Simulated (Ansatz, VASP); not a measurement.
# Two plane-wave programs on Si

```
Si
1.0
     3.75587    0.00000    0.00000
    -1.87794    3.25268    0.00000
     0.00000    0.00000    6.69146
Si
4
Direct
  0.33333 0.66667 0.06293
  0.66667 0.33333 0.56293
  0.33333 0.66667 0.43707
  0.66667 0.33333 0.93707
```

Alike in both runs: task single point; functional PBE; k mesh 12 × 12 × 6; occupations gaussian, width 0.05 eV; no spin polarisation.

|  | VASP | Ansatz |
| --- | --- | --- |
| version | VASP 6.6.1 | Ansatz 0.2.0 |
| potentials or method | VASP PAW PBE potentials, release 64 (Si), cutoff 520 eV | scalar-relativistic, plane waves, PAW |
| valence electrons in the cell | 16 | 16 |

```tsv
	VASP	Ansatz	Ansatz less VASP
gap on the k mesh at the Fermi level (eV)	0.52	0.53	+0.002
least direct gap on the mesh (eV)	1.02	1.02	-0.001
pressure (GPa)	0.6	0.6	+0.06
traceless stress, the component that is largest in VASP (GPa)	-9.71	-9.68	+0.030
rms of the force components (eV/Å)	0.334	0.337	+0.0030
```

Atom by atom the forces differ by 0.003 eV/Å (rms over components). The functional is the same, so the differences come from potentials, cutoffs and numerics.
